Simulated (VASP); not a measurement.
A run of VASP 6.6.1:

INCAR

```
SYSTEM = Si2Mo
  PREC = Accurate
  ENCUT = 520
  EDIFF = 1E-6
  ISMEAR = 0
  SIGMA = 0.1
  LREAL = .False.
  LASPH = .True.
  NELM = 80
  ALGO = Normal
  ISIF = 2
  LWAVE = .False.
  LCHARG = .False.
  GGA = PE
  NBANDS = 31
```

The input KPOINTS:

```
regular mesh
0
Gamma
  12 12 6
  0 0 0
```

POSCAR

```
Si2Mo
1.0
    3.1685946551      0.0000000000      0.0000000000
    0.0000000000      3.2289105432      0.0000000000
    0.0000000000      0.0000000000      7.9025438308
Si Mo
4 2
Direct
    0.0000000000      0.0000000000      0.3350991394
    0.5000000000      0.5000000000      0.1649008606
    0.5000000000      0.5000000000      0.8350991394
    0.0000000000      0.0000000000      0.6649008606
    0.0000000000      0.0000000000      0.0000000000
    0.5000000000      0.5000000000      0.5000000000
```

Potentials or basis: VASP PAW PBE potentials, release 64 (Si, Mo_sv).

Command:

```sh
$ cat potpaw_PBE.64/Si/POTCAR potpaw_PBE.64/Mo_sv/POTCAR > POTCAR
$ mpirun -np 1 vasp_std > vasp.out
```

Hardware: 1 thread of Intel(R) Xeon(R) 6975P-C (Granite Rapids), on a shared host.

Problem. How long does it take, and how much memory?

Solution. It took 2.1 min on 1 thread of Intel(R) Xeon(R) 6975P-C (Granite Rapids) (shared host), peak memory 0.46 GiB. Counts: scf iterations 13, k points 196.
